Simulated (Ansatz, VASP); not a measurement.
Os: VASP beside Ansatz

File INCAR:

```
PREC = Accurate
ENCUT = 560
EDIFF = 1E-6
ISMEAR = -1
SIGMA = 0.1
LREAL = False
LASPH = True
NELM = 120
ALGO = Normal
ISIF = 2
LWAVE = False
LCHARG = True
GGA = RE
LELF = True
LVHAR = True
NBANDS = 23
GGA_COMPAT = False
```

The input KPOINTS:

```
regular mesh
0
Gamma
  11 11 11
```

Contents of POSCAR:

```
Os
1.0
    0.0000000000      2.7868452673      2.7868452673
    2.7868452673      0.0000000000      2.7868452673
    2.7868452673      2.7868452673      0.0000000000
Os
2
Direct
    0.1250000000      0.1250000000      0.1250000000
    0.8750000000      0.8750000000      0.8750000000
```

Input for Ansatz:

```yaml
crystal:
  lattice:
    - [0.0, 2.7868452673, 2.7868452673]
    - [2.7868452673, 0.0, 2.7868452673]
    - [2.7868452673, 2.7868452673, 0.0]
  atoms:
    - { symbol: Os, position: [0.125, 0.125, 0.125] }
    - { symbol: Os, position: [0.875, 0.875, 0.875] }
hamiltonian:
  xc: revpbe
  pseudopotentials:
    kind: paw
    azcp:
      Os: "pseudopotentials/Os.paw.azcp"
basis:
  ecutwfc: 420
  fft_grid_basis: typed
kpoints:
  mp_grid: { grid: [11, 11, 11], shift: [0, 0, 0] }
magnetization:
  spin_polarized: false
scf:
  occupations: { method: fermi_dirac, width: 0.1 }
  lower_state_search: "off"
output:
  stress: true
```

Alike in both runs: task single point; functional revPBE; k mesh 11 × 11 × 11; occupations fermi-dirac, width 0.1 eV; no spin polarisation.

```csv
,VASP,Ansatz
version,VASP 6.6.1,Ansatz 0.2.0
potentials or method,"VASP PAW PBE potentials, release 64 (Os_sv_GW), cutoff 560 eV","plane waves (420 eV) with PAW, scalar-relativistic"
valence electrons in the cell,32,32
```

Ansatz gave:

- pressure (GPa): 0.0

Task: Estimate VASP's values.

Result: Pressure (GPa): -0.7.

VASP's potentials were made for PBE, not for revPBE.

Spin-orbit coupling is off throughout.
